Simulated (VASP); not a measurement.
# Li4Ru in VASP: a series of runs, part 2 of 2

VASP 6.6.1. The steps go on from the part before.

**4. Single point, PBE, collinear spin, ferromagnetic start**

This run uses another cell than the first one, of 20.06 Å³/atom, 1.036 times its volume.

INCAR

```
ALGO     = Normal         # electronic algorithm
EDIFF    = 1E-6           # SCF threshold, eV
ENCUT    = 520            # plane-wave cutoff, eV
GGA      = PE             # functional
ISIF     = 2              # what is computed and relaxed
ISMEAR   = 0              # smearing method
ISPIN    = 2              # spin polarisation
LASPH    = T              # aspherical terms in the spheres
LCHARG   = T              # write CHGCAR
LELF     = T              # ELF
LMAXMIX  = 4              # l up to which the mixer works
LORBIT   = 11             # projections on sites
LREAL    = F              # projectors in reciprocal space
LVHAR    = T            
LWAVE    = F              # write WAVECAR
MAGMOM   = 0 0 0 0 0.35   # initial moments
NBANDS   = 25             # bands
NELM     = 150            # most SCF steps
PREC     = Accurate       # precision mode
SIGMA    = 0.1            # smearing width, eV
```

KPOINTS

```
k-points
0
Gamma
  10 10 10
```

POSCAR

```
Li4Ru
1.0
   -2.9269846667      2.9269846667      2.9269846667
    2.9269846667     -2.9269846667      2.9269846667
    2.9269846667      2.9269846667     -2.9269846667
Li Ru
4 1
Direct
    0.5000000000      0.5000000000      0.5000000000
    0.5000000000      0.0000000000      0.0000000000
    0.0000000000      0.0000000000      0.5000000000
    0.0000000000      0.5000000000      0.0000000000
    0.0000000000      0.0000000000      0.0000000000
```

Potentials or basis: VASP PAW PBE potentials, release 64 (Li_sv, Ru_pv).

Launch:

```bash
> cat potpaw_PBE.64/Li_sv/POTCAR potpaw_PBE.64/Ru_pv/POTCAR > POTCAR
> mpirun -np 1 vasp_std > vasp.out
```

OUTCAR:

```text
EDIFF = 1E-6
   ENCUT = 520
   GGA = PE
   ISIF = 2
   ISMEAR = 0
   ISPIN = 2
   LASPH = T
   LORBIT = 11
   LREAL = F
   NELM = 150
   PREC = Accurate

 ion  position               nearest neighbor table
   1  0.500  0.500  0.500-   5 2.53   5 2.53
   2  0.500  0.000  0.000-   5 2.53   5 2.53
   3  0.000  0.000  0.500-   5 2.53   5 2.53
   4  0.000  0.500  0.000-   5 2.53   5 2.53
   5  0.000  0.000  0.000-   1 2.53   2 2.53   3 2.53   4 2.53   3 2.53   4 2.53   2 2.53   1 2.53

  LATTYP: Found a body centered cubic cell.
 ALAT       =     5.8539693334

  Lattice vectors:

 A1 = (  -2.9269846667,   2.9269846667,   2.9269846667)
 A2 = (   2.9269846667,  -2.9269846667,   2.9269846667)
 A3 = (   2.9269846667,   2.9269846667,  -2.9269846667)

Analysis of symmetry for initial positions (statically):
=====================================================================
 Subroutine PRICEL returns:
 Original cell was already a primitive cell.

 Routine SETGRP: Setting up the symmetry group for a
 body centered cubic supercell.

 Subroutine GETGRP returns: Found 48 space group operations
 (whereof 48 operations were pure point group operations)
 out of a pool of 48 trial point group operations.

The static configuration has the point symmetry O_h .

Analysis of symmetry for dynamics (positions and initial velocities):
=====================================================================
 Subroutine PRICEL returns:
 Original cell was already a primitive cell.

 Routine SETGRP: Setting up the symmetry group for a
 body centered cubic supercell.

 Subroutine GETGRP returns: Found 48 space group operations
 (whereof 48 operations were pure point group operations)
 out of a pool of 48 trial point group operations.

The dynamic configuration has the point symmetry O_h .

Analysis of structural, dynamic, and magnetic symmetry:
=====================================================================
 Subroutine PRICEL returns:
 Original cell was already a primitive cell.

 Routine SETGRP: Setting up the symmetry group for a
 body centered cubic supercell.

 Subroutine GETGRP returns: Found 48 space group operations
 (whereof 48 operations were pure point group operations)
 out of a pool of 48 trial point group operations.

The overall configuration has the point symmetry O_h .

 Subroutine INISYM returns: Found 48 space group operations
 (whereof 48 operations are pure point group operations),
 and found     1 'primitive' translations

----------------------------------------------------------------------------------------

                                     Primitive cell

  volume of cell :     100.3047

  direct lattice vectors                    reciprocal lattice vectors
    -2.926984667  2.926984667  2.926984667     0.000000000  0.170824264  0.170824264
     2.926984667 -2.926984667  2.926984667     0.170824264  0.000000000  0.170824264
     2.926984667  2.926984667 -2.926984667     0.170824264  0.170824264  0.000000000

  length of vectors
     5.069686156  5.069686156  5.069686156     0.241581990  0.241581990  0.241581990
[... 87 lines left out ...]
   EDIFF  = 0.1E-05   stopping-criterion for ELM
   LREAL  =      F    real-space projection
   EDIFFG = 0.1E-04   stopping-criterion for IOM
   NSW    =      0    number of steps for IOM
   IBRION =     -1    ionic relax: 0-MD 1-quasi-New 2-CG
   NFREE  =      0    steps in history (QN), initial steepest desc. (CG)
   ISIF   =      2    stress and relaxation
   ISYM   =      2    0-nonsym 1-usesym 2-fastsym
   POTIM  = 0.5000    time-step for ionic-motion
   TEBEG  =    0.0;   TEEND  =   0.0 temperature during run
   PSTRESS=    0.0 pullay stress
   NELECT =      26.0000    total number of electrons
   NUPDOWN=      -1.0000    fix difference up-down
   EMIN   =  10.00;   EMAX   =-10.00  energy-range for DOS
   EFERMI =   0.00;   METHOD = LEGACY
   ISMEAR =     0;   SIGMA  =   0.10  broadening in eV -4-tet -1-fermi 0-gaus
   EFERMI_NEDOS =   21; number of points for ismear=-14 and -15
   IALGO  =     38    algorithm
   IMIX   =      4    mixing-type and parameters
     AMIX     =   0.40;   BMIX     =  1.00
     AMIX_MAG =   1.60;   BMIX_MAG =  1.00
  volume/ion in A,a.u.               =      20.06       135.38
  Fermi-wavevector in a.u.,A,eV,Ry     =   1.043820  1.972533 14.824359  1.089560
  Thomas-Fermi vector in A             =   2.178546
   LORBIT       =     11    0 simple, 1 ext, 2 COOP (PROOUT), +10 PAW based schemes
   GGA     = PE    functional components
   LHFCALC =     F    Hartree Fock is set to
   AEXX    =    0.0000 exact exchange contribution
   IVDW    =     0    specifies the selected vdW correction
   LEPSILON=     F    determine dielectric tensor
   LRPA    =     F    only Hartree local field effects (RPA)
 spin polarized calculation
 Gauss-broadening in eV      SIGMA  =   0.10
  energy-cutoff  :      520.00
  volume of cell :      100.30
 maximum number of plane-waves:      2731
 NGX is ok and might be reduce to    40
   NGX = 19   NGY = 19   NGZ = 19

 number of electron      25.9999971 magnetization      -0.0132169

 number of electron      25.9999973 magnetization       0.7746956

 Free energy of the ion-electron system (eV)
  ---------------------------------------------------
  ext. energy  EPLUGINS =         0.00000000
  ---------------------------------------------------
  free energy    TOTEN  =       -13.98128535 eV

  energy without entropy =      -13.95910601  energy(sigma->0) =      -13.97019568

 E-fermi :   1.3139     XC(G=0):  -7.7863

 val. band max:        1.3105489536   @ k =   0.2000   0.0000   0.0000
 cond. band min:       1.3173142948   @ k =   0.2000   0.2000   0.2000
 fundamental gap:      0.0067653412
 Fermi energy:         1.3138930623

 spin component 1

 k-point     1 :       0.0000    0.0000    0.0000
  band No.  band energies     occupation
      1     -44.4911      1.00000
      2     -44.4706      1.00000
      3     -44.4706      1.00000
      4     -44.4706      1.00000
      5     -39.8120      1.00000
      6     -39.8120      1.00000
[... 661 lines left out ...]
     24      10.8488      0.00000
     25      11.1209      0.00000

 [... further k-points ...]

 spin component 2

 k-point     1 :       0.0000    0.0000    0.0000
  band No.  band energies     occupation
      1     -44.5020      1.00000
      2     -44.4814      1.00000
      3     -44.4814      1.00000
      4     -44.4814      1.00000
      5     -39.2089      1.00000
      6     -39.2088      1.00000
[... 661 lines left out ...]
     24      10.8132      0.00000
     25      11.0960      0.00000

 [... further k-points ...]

------------------------ aborting loop because EDIFF is reached ----------------------------------------

  FORCE on cell =-STRESS in cart. coord.  units (eV):
  Direction    XX          YY          ZZ          XY          YZ          ZX
  --------------------------------------------------------------------------------------
  -------------------------------------------------------------------------------------
  Total       -0.0320678     -0.0320678     -0.0320678      0.0000000      0.0000000     -0.0000000
  in kB       -0.5122228     -0.5122228     -0.5122228      0.0000000      0.0000000     -0.0000000
  external PRESSURE =      -0.5122228 kB  Pullay stress =       0.0000000 kB

 VOLUME and BASIS-vectors are now :
 -----------------------------------------------------------------------------
  energy-cutoff  :      520.00
  volume of cell :      100.30
      direct lattice vectors                 reciprocal lattice vectors
    -2.926984667  2.926984667  2.926984667     0.000000000  0.170824264  0.170824264
     2.926984667 -2.926984667  2.926984667     0.170824264  0.000000000  0.170824264
     2.926984667  2.926984667 -2.926984667     0.170824264  0.170824264  0.000000000

 POSITION                                       TOTAL-FORCE (eV/Angst)
 -----------------------------------------------------------------------------------
      1.46349      1.46349      1.46349         0.000000     -0.000000      0.000000
     -1.46349      1.46349      1.46349         0.000000     -0.000000     -0.000000
      1.46349      1.46349     -1.46349        -0.000000      0.000000     -0.000000
      1.46349     -1.46349      1.46349        -0.000000      0.000000     -0.000000
      0.00000      0.00000      0.00000        -0.000000      0.000000      0.000000
 -----------------------------------------------------------------------------------
    total drift:                                0.000000     -0.000000      0.000000

  FREE ENERGIE OF THE ION-ELECTRON SYSTEM (eV)
  ---------------------------------------------------
  free  energy   TOTEN  =       -13.9812853510 eV

  energy  without entropy=      -13.9591060106  energy(sigma->0) =      -13.97019568

 total charge

# of ion       s       p       d       tot
------------------------------------------
    1        2.034   0.059   0.000   2.093
    2        2.034   0.059   0.000   2.093
    3        2.034   0.059   0.000   2.093
    4        2.034   0.059   0.000   2.093
    5        0.399   5.994   6.306  12.700
--------------------------------------------------
tot          8.534   6.231   6.306  21.071

 magnetization (x)

# of ion       s       p       d       tot
------------------------------------------
    1       -0.001  -0.004   0.000  -0.005
    2       -0.001  -0.004   0.000  -0.005
    3       -0.001  -0.004   0.000  -0.005
    4       -0.001  -0.004   0.000  -0.005
    5        0.009   0.002   0.818   0.829
--------------------------------------------------
tot          0.004  -0.012   0.818   0.811
```

It took 2.8 min on 1 thread of AMD EPYC 9R45 (Zen 5), shared host; peak memory 0.36 GiB.

What came out:

```yaml
Free_energy: -13.9813 eV
Net_moment: 0.77 μB per cell
Site_moments: Li -0.01; Ru +0.83 μB
Valence_electrons_inside_the_program's_atomic_spheres: Li 2.09; Ru 12.70
```

Caveat: the cutoff is under 1.25 times the usual one of these potentials, so pressure, stress and relaxed cells hold a basis-set (Pulay) error.

**5. Summary**

```csv
spin,cell,k mesh,gap on the mesh (eV),moment (μB)
off,"a = 5.011 Å, angles 109.5°, 5 atoms",6 × 6 × 6,none,-
"collinear, ferromagnetic start","a = 5.011 Å, angles 109.5°, 5 atoms",4 × 4 × 4,none,0.20
"collinear, ferromagnetic start","a = 5.070 Å, angles 109.5°, 5 atoms",10 × 10 × 10,none,0.77
```

Alike in all rows: task single point; level PBE; potentials or basis VASP PAW PBE potentials, release 64 (Li_sv, Ru_pv); cutoff (eV) 520; smearing gaussian 0.1 eV.

Caveats: some runs use coarse meshes; the cutoff is under 1.25 times the usual one of these potentials, so pressure, stress and relaxed cells hold a basis-set (Pulay) error.

Total energies depend on the potentials used, so only differences within one code and one set of settings carry meaning.
